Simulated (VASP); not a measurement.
Set up this calculation in VASP 6.6.1, as the native input.

* Task: relaxation of cell and atoms
* Functional: PBE
* Potentials or basis: VASP PAW PBE potentials, release 64 (Se)
* Cutoff: 600 eV
* k mesh: 6 × 6 × 6
* Occupations: gaussian, width 0.1 eV
* Spin: no spin polarisation
* Dipole correction: no
* Further INCAR settings: ALGO = Normal; EDIFF = 1e-07; IBRION = 2; EDIFFG = -0.04; NSW = 90; ISIF = 3

The structure of Se lies in POSCAR:

```
Se
1.0
   -3.1825548000      3.1825548000      2.2037298000
    3.1825548000     -3.1825548000      2.2037298000
    3.1825548000      3.1825548000     -2.2037298000
Se
6
Direct
    0.0000000000      0.0000000000      0.0000000000
    0.7500000000      0.2500000000      0.5000000000
    0.3750000000      0.6250000000      0.7500000000
    0.3750000000      0.1250000000      0.7500000000
    0.3750000000      0.6250000000      0.2500000000
    0.8750000000      0.6250000000      0.2500000000
```

These files were run (other wordings do the same):

INCAR

```
SYSTEM = Se
PREC = Accurate ; ENCUT = 600
EDIFF = 1E-7 ; ISMEAR = 0
SIGMA = 0.1 ; LREAL = .False.
LASPH = .True. ; NELM = 100
ALGO = Normal ; ISIF = 3
LWAVE = .False. ; LCHARG = .False.
GGA = PE ; IBRION = 2
NSW = 90 ; EDIFFG = -0.04
```

KPOINTS

```
Automatic mesh
0
Gamma
  6 6 6
  0 0 0
```

Potentials or basis: VASP PAW PBE potentials, release 64 (Se).

The run is started by

```console
$ cat potpaw_PBE.64/Se/POTCAR > POTCAR
$ mpirun -np 1 vasp_std > vasp.out
```

It gave:

The relaxed volume is 24.14 Å³/atom, the relaxed cell is a = 5.912 Å, b = 5.912 Å, c = 5.912 Å, α = 100.65°, β = 100.65°, γ = 129.08° and the space group after relaxing (to 0.05 Å) is I4_1/amd (No. 141). The energy gained by relaxing is 1602.9 meV/atom and the ionic steps are 9. The pressure after relaxing is 0.1 GPa. The band gap on the k mesh is zero (band 18 reaches 5.14 eV, above the bottom of band 19 at 2.96 eV).

Caveat: the volume moved by over 15 % at a fixed basis, so the end points are rough.

Run time: 8.5 min on 1 thread of Intel Xeon 6975P-C (shared host), peak memory 0.27 GiB.
